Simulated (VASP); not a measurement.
Ge4P, 5 atoms in the cell. The structure is hexagonal, space group P6/mmm (No. 191). Conventional cell: a = 4.631 Å, b = 4.631 Å, c = 5.437 Å, α = 90.00°, β = 90.00°, γ = 120.00°. Ge (site symmetry mmm) has 6 Ge at 2.32 Å within 3.1 Å. Within 3.1 Å of Ge (site symmetry 6/mmm) lie 6 Ge at 2.32 Å and 2 P at 2.72 Å. Within 3.6 Å of P (site symmetry 6/mmm) lie 14 Ge at 2.72 to 3.57 Å. 

| Item | Value |
| --- | --- |
| Program | VASP 6.6.1 |
| Task | single point |
| Functional | PBE |
| Potentials or basis | VASP PAW PBE potentials, release 64 (Ge_d, P) |
| Cutoff | 520 eV |
| k mesh | 6 × 6 × 4 |
| Occupations | gaussian, width 0.1 eV |
| Spin | no spin polarisation |
| Dipole correction | no |
| Further INCAR settings | ALGO = Normal; EDIFF = 1e-07; NBANDS = 38 |

Potentials or basis: VASP PAW PBE potentials, release 64 (Ge_d, P).

Launch:

```sh
$ cat potpaw_PBE.64/Ge_d/POTCAR potpaw_PBE.64/P/POTCAR > POTCAR
$ mpirun -np 1 vasp_std > vasp.out
```

Hardware: 1 thread of Intel(R) Xeon(R) 6975P-C (Granite Rapids) (shared host).

Problem. How long does it take, and how much memory?

Solution. Run time: 46 s on 1 thread of Intel(R) Xeon(R) 6975P-C (Granite Rapids) (shared host), peak memory 0.24 GiB. Counts: scf iterations 15, k points 21.
